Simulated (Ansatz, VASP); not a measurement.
**One calculation of NaW, two programs**

```
Na W
1.0
     2.76884    0.00000    0.00000
    -1.38442    2.39788    0.00000
     0.00000    0.00000   11.36601
Na W
2 2
Direct
  0.00000 0.00000 0.00000
  0.00000 0.00000 0.50000
  0.33333 0.66667 0.25000
  0.66667 0.33333 0.75000
```

Change from the starting cell: species swapped into the TiSe type (P6_3/mmc, No. 194).

Alike in both runs: task relaxation of cell and atoms; functional PBE; k mesh 18 × 18 × 4; occupations gaussian, width 0.1 eV; no spin polarisation.

|  | VASP | Ansatz |
| --- | --- | --- |
| version | VASP 6.6.1 | Ansatz 0.2.0 |
| potentials or method | VASP PAW PBE potentials, release 64 (Na_pv, W_sv), cutoff 600 eV | scalar-relativistic, plane waves, PAW |
| valence electrons in the cell | 42 | 46 |

|  | VASP | Ansatz | Ansatz less VASP |
| --- | --- | --- | --- |
| gap on the k mesh at the Fermi level, each at its own relaxed structure (eV) | none | none | - |
| relaxed volume (Å³/atom) | 18.95 | 18.92 | -0.027 |
| relaxed length of the cell vector where the two differ most in proportion (Å) | 2.769 | 2.767 | -0.0022 |

A gap of «none» marks a metal or a gap that the smearing closes. VASP's potentials hold 42 valence electrons a cell and Ansatz's 46, so a difference there can come from the potentials and not from the codes.

Spin-orbit coupling is off throughout.
